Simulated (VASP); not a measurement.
# TaGaMo3 (P6_3/mmc) in VASP: notebook, part 2 of 2

VASP 6.6.1.

## Step 3: Single point, PBE

This run uses another cell than the first one, of 18.57 Å³/atom.

The input, INCAR:

```
  ALGO = Fast
  EDIFF = 1E-6
  ENCUT = 520
  GGA = PE
  ISIF = 2
  ISMEAR = 0
  LASPH = True
  LCHARG = False
  LREAL = False
  LWAVE = False
  NBANDS = 77
  NELM = 100
  PREC = Accurate
  SIGMA = 0.1
```

The input, KPOINTS:

```
k-points
0
Gamma
  6 6 2
```

The input, POSCAR:

```
TaGaMo3
1.0
    5.0534259873      0.0000000000      0.0000000000
   -2.5267129937      4.3763952811      0.0000000000
    0.0000000000      0.0000000000      8.3982108014
Ta Ga Mo
2 2 6
Direct
    0.0000000000      0.0000000000      0.2500000000
    0.0000000000      0.0000000000      0.7500000000
    0.3333333333      0.6666666667      0.2500000000
    0.6666666667      0.3333333333      0.7500000000
    0.5000000000      0.0000000000      0.0000000000
    0.0000000000      0.5000000000      0.0000000000
    0.5000000000      0.5000000000      0.0000000000
    0.5000000000      0.0000000000      0.5000000000
    0.0000000000      0.5000000000      0.5000000000
    0.5000000000      0.5000000000      0.5000000000
```

Potentials or basis: VASP PAW PBE potentials, release 64 (Ta_pv, Ga_d, Mo_sv).

Command:

```
cat potpaw_PBE.64/Ta_pv/POTCAR potpaw_PBE.64/Ga_d/POTCAR potpaw_PBE.64/Mo_sv/POTCAR > POTCAR
mpirun -np 1 vasp_std > vasp.out
```

OUTCAR:

```text
EDIFF = 1E-6
   ENCUT = 520
   GGA = PE
   ISIF = 2
   ISMEAR = 0
   LASPH = True
   LREAL = False
   NELM = 100
   PREC = Accurate

 ion  position               nearest neighbor table
   1  0.000  0.000  0.250-   3 2.92   3 2.92   3 2.92  10 3.29   7 3.29   7 3.29  10 3.29   9 3.29
                             9 3.29   6 3.29   6 3.29   5 3.29   8 3.29   8 3.29   5 3.29
   2  0.000  0.000  0.750-   4 2.92   4 2.92   4 2.92  10 3.29   7 3.29   7 3.29  10 3.29   6 3.29
                             9 3.29   6 3.29   9 3.29   5 3.29   8 3.29   8 3.29   5 3.29
   3  0.333  0.667  0.250-   5 2.56   8 2.56   6 2.56   9 2.56   7 2.56  10 2.56   1 2.92   1 2.92
                             1 2.92
   4  0.667  0.333  0.750-   5 2.56   8 2.56   6 2.56   9 2.56   7 2.56  10 2.56   2 2.92   2 2.92
                             2 2.92
   5  0.500  0.000  0.000-   6 2.53   6 2.53   7 2.53   7 2.53   3 2.56   4 2.56   1 3.29   1 3.29
                             2 3.29   2 3.29
   6  0.000  0.500  0.000-   5 2.53   5 2.53   7 2.53   7 2.53   3 2.56   4 2.56   1 3.29   2 3.29
                             1 3.29   2 3.29
   7  0.500  0.500  0.000-   5 2.53   5 2.53   6 2.53   6 2.53   3 2.56   4 2.56   1 3.29   2 3.29
                             1 3.29   2 3.29
   8  0.500  0.000  0.500-   9 2.53   9 2.53  10 2.53  10 2.53   3 2.56   4 2.56   1 3.29   1 3.29
                             2 3.29   2 3.29
   9  0.000  0.500  0.500-   8 2.53   8 2.53  10 2.53  10 2.53   3 2.56   4 2.56   1 3.29   2 3.29
                             1 3.29   2 3.29
  10  0.500  0.500  0.500-   8 2.53   8 2.53   9 2.53   9 2.53   3 2.56   4 2.56   1 3.29   2 3.29
                             1 3.29   2 3.29

  LATTYP: Found a hexagonal cell.
 ALAT       =     5.0534259873
 C/A-ratio  =     1.6618845952

  Lattice vectors:

 A1 = (   5.0534259873,   0.0000000000,   0.0000000000)
 A2 = (  -2.5267129937,   4.3763952811,   0.0000000000)
 A3 = (   0.0000000000,   0.0000000000,   8.3982108014)

Analysis of symmetry for initial positions (statically):
=====================================================================
 Subroutine PRICEL returns:
 Original cell was already a primitive cell.

 Routine SETGRP: Setting up the symmetry group for a
 hexagonal supercell.
[... 159 lines left out ...]
 Gauss-broadening in eV      SIGMA  =   0.10
  energy-cutoff  :      520.00
  volume of cell :      185.73
 maximum number of plane-waves:      5034
 NGX is ok and might be reduce to    40
   NGX = 19   NGY = 19   NGZ = 31

 number of electron     131.9999981 magnetization

 Free energy of the ion-electron system (eV)
  ---------------------------------------------------
  ext. energy  EPLUGINS =         0.00000000
  ---------------------------------------------------
  free energy    TOTEN  =       -87.59799497 eV

  energy without entropy =      -87.57041642  energy(sigma->0) =      -87.58420569

 E-fermi :   8.0537     XC(G=0): -12.0057

 val. band max:        8.0453585010   @ k =   0.5000   0.0000   0.5000
 cond. band min:       8.0596579943   @ k =   0.3333   0.3333   0.0000
 fundamental gap:      0.0142994933
 Fermi energy:         8.0537156423

 k-point     1 :       0.0000    0.0000    0.0000
  band No.  band energies     occupation
      1     -52.8535      2.00000
      2     -52.8531      2.00000
      3     -52.4589      2.00000
      4     -52.4589      2.00000
      5     -52.4586      2.00000
      6     -52.4586      2.00000
[... 1109 lines left out ...]
     76       9.8483      0.00000
     77       9.8543      0.00000

------------------------ aborting loop because EDIFF is reached ----------------------------------------

  FORCE on cell =-STRESS in cart. coord.  units (eV):
  Direction    XX          YY          ZZ          XY          YZ          ZX
  --------------------------------------------------------------------------------------
  -------------------------------------------------------------------------------------
  Total        0.4571754      0.4571754      0.7689868     -0.0000000      0.0000000      0.0000000
  in kB        3.9437030      3.9437030      6.6334624     -0.0000000      0.0000000      0.0000000
  external PRESSURE =       4.8402895 kB  Pullay stress =       0.0000000 kB

 VOLUME and BASIS-vectors are now :
 -----------------------------------------------------------------------------
  energy-cutoff  :      520.00
  volume of cell :      185.73
      direct lattice vectors                 reciprocal lattice vectors
     5.053425987  0.000000000  0.000000000     0.197885554  0.114249278  0.000000000
    -2.526712994  4.376395281  0.000000000     0.000000000  0.228498555  0.000000000
     0.000000000  0.000000000  8.398210801     0.000000000  0.000000000  0.119072982

 POSITION                                       TOTAL-FORCE (eV/Angst)
 -----------------------------------------------------------------------------------
      0.00000      0.00000      2.09955         0.000000     -0.000000     -0.000000
      0.00000      0.00000      6.29866        -0.000000     -0.000000     -0.000000
     -0.00000      2.91760      2.09955         0.000000      0.000000     -0.000000
      2.52671      1.45880      6.29866        -0.000000      0.000000      0.000000
      2.52671      0.00000      0.00000         0.000000      0.000000     -0.000000
     -1.26336      2.18820      0.00000         0.000000      0.000000     -0.000000
      1.26336      2.18820      0.00000         0.000000      0.000000     -0.000000
      2.52671      0.00000      4.19911         0.000000      0.000000     -0.000000
     -1.26336      2.18820      4.19911         0.000000      0.000000     -0.000000
      1.26336      2.18820      4.19911         0.000000      0.000000     -0.000000
 -----------------------------------------------------------------------------------
    total drift:                               -0.000000      0.000000     -0.000000

  FREE ENERGIE OF THE ION-ELECTRON SYSTEM (eV)
  ---------------------------------------------------
  free  energy   TOTEN  =       -87.5979949708 eV

  energy  without entropy=      -87.5704164179  energy(sigma->0) =      -87.58420569
```

stdout:

```text
POSCAR found type information on POSCAR TaGaMo
 POSCAR found :  3 types and      10 ions
 scaLAPACK will be used
 LDA part: xc-table for (Slater+PW92), standard interpolation
 POSCAR, INCAR and KPOINTS ok, starting setup
 FFT: planning ... GRIDC
 FFT: planning ... GRID_SOFT
 FFT: planning ... GRID
 WAVECAR not read
 entering main loop
```

Run time: 5.6 min. Hardware: 1 thread of Intel Xeon 6975P-C (Granite Rapids), shared host; peak memory 0.42 GiB.

Results:

| Item | Value |
| --- | --- |
| Free energy | -87.5980 eV |
| Pressure | 0.5 GPa |
| Band gap on the k mesh | zero (bands 66 and 67 overlap by 1.77 eV) |

Caveat: the k points lie up to 0.37 Å⁻¹ apart, too coarse for converged energies and pressures of a metal; spin-orbit coupling is left out, which moves the levels of the heavy elements.

## Step 4: Relaxation of cell and atoms, PBE

The input, INCAR:

```
PREC = Accurate
ENCUT = 600
EDIFF = 1E-6
ISMEAR = 0
SIGMA = 0.1
LREAL = F
LASPH = T
NELM = 100
ALGO = Fast
ISIF = 3
LWAVE = F
LCHARG = F
GGA = PE
IBRION = 2
NSW = 90
EDIFFG = -0.04
```

The input, KPOINTS:

```
regular mesh
0
Gamma
  3 3 4
```

The input, POSCAR:

```
TaGaMo3
1.0
    5.8914103100      0.0000000000      0.0000000000
   -2.9457051500      5.1021109900      0.0000000000
    0.0000000000      0.0000000000      7.0777171800
Ta Ga Mo
2 2 6
Direct
    0.0000000000      0.0000000000      0.2500000000
    0.0000000000      0.0000000000      0.7500000000
    0.3333333300      0.6666666700      0.2500000000
    0.6666666700      0.3333333300      0.7500000000
    0.5000000000      0.0000000000      0.0000000000
    0.0000000000      0.5000000000      0.0000000000
    0.5000000000      0.5000000000      0.0000000000
    0.5000000000      0.0000000000      0.5000000000
    0.0000000000      0.5000000000      0.5000000000
    0.5000000000      0.5000000000      0.5000000000
```

Command:

```
cat potpaw_PBE.64/Ta_pv/POTCAR potpaw_PBE.64/Ga_d/POTCAR potpaw_PBE.64/Mo_sv/POTCAR > POTCAR
mpirun -np 1 vasp_std > vasp.out
```

Wall time 34 min (1 thread of Intel Xeon 6975P-C (Granite Rapids), shared host); peak memory 0.5 GiB.

The run converged. Its results:

* Free energy: -88.2340 eV
* Relaxed volume: 18.43 Å³/atom
* Relaxed cell: a = 5.006 Å, b = 5.006 Å, c = 8.491 Å, α = 90.00°, β = 90.00°, γ = 120.00°
* Space group after relaxing (to 0.1 Å): P6_3/mmc (No. 194)
* Energy gained by relaxing: 556.6 meV/atom
* Ionic steps: 10
* Pressure after relaxing: -0.1 GPa
* Band gap on the k mesh: zero (bands 66 and 67 overlap by 1.89 eV)

Stress tensor (GPa, compression positive):
```
-0.23  0.00  0.00
 0.00 -0.23  0.00
 0.00  0.00  0.02
```

Step by step:
| step | energy change (eV) | largest force (eV/Å) | pressure (GPa) | volume (Å³) |
| --- | --- | --- | --- | --- |
| 1 | 0.0000 | 0.0000 | -17.62 | 212.75 |
| 2 | 1.7439 | 0.0000 | 60.73 | 147.45 |
| 3 | -2.8967 | 0.0000 | 3.80 | 180.56 |
| 4 | -2.9092 | 0.0000 | 5.39 | 179.06 |
| 5 | -4.4014 | 0.0000 | 3.77 | 179.85 |
| 6 | -5.4323 | 0.0000 | 6.42 | 178.07 |
| 7 | -5.4563 | 0.0000 | 5.24 | 178.63 |
| 8 | -5.4621 | 0.0000 | 5.91 | 178.32 |
| 9 | -5.0793 | 0.0000 | -10.67 | 197.89 |
| 10 | -5.5657 | 0.0000 | -0.15 | 184.27 |

Final structure:
```cif
data_structure
_symmetry_space_group_name_H-M 'P 1'
_symmetry_Int_Tables_number 1
_cell_length_a 5.0059
_cell_length_b 5.0059
_cell_length_c 8.4912
_cell_angle_alpha 90.000
_cell_angle_beta 90.000
_cell_angle_gamma 120.000
_cell_volume 184.27
loop_
_atom_site_label
_atom_site_type_symbol
_atom_site_fract_x
_atom_site_fract_y
_atom_site_fract_z
_atom_site_occupancy
Ta1 Ta 0.00000 0.00000 0.25000 1
Ta2 Ta 0.00000 0.00000 0.75000 1
Ga1 Ga 0.33333 0.66667 0.25000 1
Ga2 Ga 0.66667 0.33333 0.75000 1
Mo1 Mo 0.50000 0.00000 0.00000 1
Mo2 Mo 0.00000 0.50000 0.00000 1
Mo3 Mo 0.50000 0.50000 0.00000 1
Mo4 Mo 0.50000 0.00000 0.50000 1
Mo5 Mo 0.00000 0.50000 0.50000 1
Mo6 Mo 0.50000 0.50000 0.50000 1
```

Levels at points of the mesh, in eV from the Fermi level:
```
           k point  band 62  band 63  band 64  band 65  band 66  band 67  band 68  band 69  band 70  band 71
(0.00, 0.00, 0.00)    -0.49    -0.49     0.12     0.51     1.03     1.03     1.67     1.72     1.72     1.95
(0.00, 0.00, 0.50)    -1.23     0.31     0.31     0.31     0.31     1.66     1.66     1.66     1.66     1.69
```

Caveat: the k points lie up to 0.48 Å⁻¹ apart in the final cell, too coarse for converged energies and pressures of a metal; a cell axis changed by over 15 % at a fixed basis, so the end point is rough; spin-orbit coupling is left out, which moves the levels of the heavy elements.

## Step 5: Relaxation of cell and atoms, PBE

This run uses another cell than the first one, of 18.37 Å³/atom.

The input, INCAR:

```
ALGO     = Fast           # electronic algorithm
EDIFF    = 1E-7           # SCF threshold, eV
EDIFFG   = -0.04          # ionic threshold
ENCUT    = 600            # plane-wave cutoff, eV
GGA      = PE             # functional
IBRION   = 2              # ionic algorithm
ISIF     = 3              # what is computed and relaxed
ISMEAR   = 0              # smearing method
LASPH    = T              # aspherical terms in the spheres
LCHARG   = F              # write CHGCAR
LREAL    = F              # projectors in reciprocal space
LWAVE    = F              # write WAVECAR
NELM     = 60             # most SCF steps
NSW      = 90             # ionic steps
PREC     = Accurate       # precision mode
SIGMA    = 0.1            # smearing width, eV
```

The input, KPOINTS:

```
k-points
0
Gamma
  6 6 2
```

The input, POSCAR:

```
TaGaMo3
1.0
    4.9982721653      0.0000000000      0.0000000000
   -2.4991360827      4.3286306702      0.0000000000
    0.0000000000      0.0000000000      8.4883559682
Ta Ga Mo
2 2 6
Direct
    0.0000000000      0.0000000000      0.2500000000
    0.0000000000      0.0000000000      0.7500000000
    0.3333333333      0.6666666667      0.2500000000
    0.6666666667      0.3333333333      0.7500000000
    0.5000000000      0.0000000000      0.0000000000
    0.0000000000      0.5000000000      0.0000000000
    0.5000000000      0.5000000000      0.0000000000
    0.5000000000      0.0000000000      0.5000000000
    0.0000000000      0.5000000000      0.5000000000
    0.5000000000      0.5000000000      0.5000000000
```

Command:

```
cat potpaw_PBE.64/Ta_pv/POTCAR potpaw_PBE.64/Ga_d/POTCAR potpaw_PBE.64/Mo_sv/POTCAR > POTCAR
mpirun -np 1 vasp_std > vasp.out
```

Run time: 20 min. Hardware: 1 thread of Intel Xeon 6975P-C (Granite Rapids), shared host; peak memory 0.5 GiB.

Results (log left out):

```yaml
Free_energy: -87.5970 eV
Relaxed_volume: 18.62 Å³/atom
Relaxed_cell: a = 5.056 Å, b = 5.056 Å, c = 8.411 Å, α = 90.00°, β = 90.00°, γ = 120.00°
Space_group_after_relaxing_to_0.1_Å: P6_3/mmc (No. 194)
Energy_gained_by_relaxing: 5.8 meV/atom
Ionic_steps: 4
Pressure_after_relaxing: 0.0 GPa
Band_gap_on_the_k_mesh: zero (bands 66 and 67 overlap by 1.77 eV)
```

Stress tensor (GPa, compression positive):
```
-0.03  0.00  0.00
 0.00 -0.03  0.00
 0.00  0.00  0.13
```

Step by step:
```
step  energy change (eV)  largest force (eV/Å)  pressure (GPa)  volume (Å³)
   1              0.0000                0.0000            3.02       183.65
   2              0.0711                0.0000           -5.74       192.97
   3             -0.0494                0.0000           -0.65       187.22
   4             -0.0581                0.0000            0.02       186.20
```

Final structure:
```
Ta Ga Mo
1.0
     5.05586    0.00000    0.00000
    -2.52793    4.37850    0.00000
     0.00000    0.00000    8.41114
Ta Ga Mo
2 2 6
Cartesian
  0.0000 0.0000 2.1028
  -2.5279 4.3785 6.3084
  0.0000 2.9190 2.1028
  2.5279 1.4595 6.3084
  2.5279 0.0000 8.4111
  -1.2640 2.1893 8.4111
  1.2640 2.1893 8.4111
  2.5279 0.0000 4.2056
  -1.2640 2.1893 4.2056
  1.2640 2.1893 4.2056
```

Levels at points of the mesh, in eV from the Fermi level:
```csv
k point,band 64,band 65,band 66,band 67,band 68,band 69
"(0.00, 0.00, 0.00)",0.42,0.61,1.26,1.26,1.54,1.78
"(0.50, 0.00, 0.00)",-0.44,-0.39,-0.33,-0.28,-0.25,0.09
"(0.00, 0.00, 0.50)",0.39,0.39,0.39,1.78,1.78,1.78
"(0.50, 0.00, 0.50)",-0.58,-0.45,-0.45,-0.23,-0.23,-0.01
```

Caveat: the k points lie up to 0.37 Å⁻¹ apart in the final cell, too coarse for converged energies and pressures of a metal; spin-orbit coupling is left out, which moves the levels of the heavy elements.

## Step 6: The runs side by side

| task | cell | k mesh | cutoff (eV) | gap on the mesh (eV) | pressure (GPa) | relaxed volume (Å³/atom) |
| --- | --- | --- | --- | --- | --- | --- |
| single point | a = 5.891, b = 5.891, c = 7.078 Å, angles 90.0, 90.0, 120.0°, 10 atoms | 3 × 3 × 4 | 520 | none | -17.5 | - |
| single point | a = 5.053, b = 5.053, c = 8.398 Å, angles 90.0, 90.0, 120.0°, 10 atoms | 6 × 6 × 2 | 520 | none | 0.5 | - |
| relaxation of cell and atoms | relaxed from a = 5.891, b = 5.891, c = 7.078 Å, angles 90.0, 90.0, 120.0°, 10 atoms | 3 × 3 × 4 | 600 | none | -0.1 | 18.43 |
| relaxation of cell and atoms | relaxed from a = 4.998, b = 4.998, c = 8.488 Å, angles 90.0, 90.0, 120.0°, 10 atoms | 6 × 6 × 2 | 600 | none | 0.0 | 18.62 |

Alike in all rows: level PBE; potentials or basis VASP PAW PBE potentials, release 64 (Ta_pv, Ga_d, Mo_sv); no spin polarisation; smearing gaussian 0.1 eV.

Caveats: all runs use coarse meshes; spin-orbit coupling is left out, which moves the levels of the heavy elements; a cell axis changed by over 15 % at a fixed basis, so the end point is rough (at least some runs).

Absolute energies hang on the potentials; compare differences alone.

The gap in the log of VASP goes by the Fermi energy; the results here count the filled bands.